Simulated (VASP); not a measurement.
Li2S:

```
CELL_PARAMETERS angstrom
0.00000 2.62514 2.62514
2.62514 0.00000 2.62514
2.62514 2.62514 0.00000
ATOMIC_POSITIONS crystal
S 0.00000 0.00000 0.00000
Li 0.25000 0.25000 0.25000
Li 0.75000 0.75000 0.75000
```

- Program: VASP 6.6.1
- Task: relaxation of cell and atoms
- Functional: PBE
- Potentials or basis: VASP PAW PBE potentials, release 64 (S, Li_sv)
- Cutoff: 750 eV
- k mesh: 8 × 8 × 8
- Occupations: fermi-dirac, width 0.02 eV
- Spin: no spin polarisation

At the start: pressure 16.3 GPa; volume 12.06 Å³/atom.

Q: Where does the relaxation end?

A: Over 20 steps the energy falls by 139.6 meV/atom and the volume is 15.41 Å³/atom (+27.7 %); space group Fm-3m (No. 225, to 0.1 Å) before and after.

The path:
| step | energy change (eV) | largest force (eV/Å) | pressure (GPa) | volume (Å³) |
| --- | --- | --- | --- | --- |
| 1 | 0.0000 | 0.0000 | 16.34 | 36.18 |
| 2 | -0.3860 | 0.0000 | 3.43 | 43.01 |
| 3 | -0.4121 | 0.0000 | -1.30 | 47.87 |
| 4 | -0.4187 | 0.0000 | -0.12 | 46.39 |
| 5 | -0.4188 | 0.0000 | 0.08 | 46.17 |
| 6 | -0.4188 | 0.0000 | 0.08 | 46.17 |
| 7 | -0.4188 | 0.0000 | 0.08 | 46.17 |
| 8 | -0.4188 | 0.0000 | 0.08 | 46.17 |
| 9 | -0.4188 | 0.0000 | 0.08 | 46.17 |
| 10 | -0.4188 | 0.0000 | 0.08 | 46.17 |
| 11 | -0.4188 | 0.0000 | 0.08 | 46.17 |
| 12 | -0.4188 | 0.0000 | 0.08 | 46.17 |
| 13 | -0.4188 | 0.0000 | 0.08 | 46.17 |
| 14 | -0.4188 | 0.0000 | 0.08 | 46.17 |
| 15 | -0.4188 | 0.0000 | 0.08 | 46.17 |
| 16 | -0.4188 | 0.0000 | 0.08 | 46.17 |
| 17 | -0.4188 | 0.0000 | 0.07 | 46.18 |
| 18 | -0.4188 | 0.0000 | 0.07 | 46.18 |
| 19 | -0.4188 | 0.0000 | 0.06 | 46.20 |
| 20 | -0.4188 | 0.0000 | 0.03 | 46.22 |

Final structure:
```yaml
crystal:
  lattice:
    - [0.00000, 2.84839, 2.84839]
    - [2.84839, 0.00000, 2.84839]
    - [2.84839, 2.84839, 0.00000]
  atoms:
    - { symbol: S, position: [0.00000, 0.00000, 0.00000] }
    - { symbol: Li, position: [0.25000, 0.25000, 0.25000] }
    - { symbol: Li, position: [0.75000, 0.75000, 0.75000] }
```

Caveat: the volume moved by over 15 % at a fixed basis, so the end points are rough.
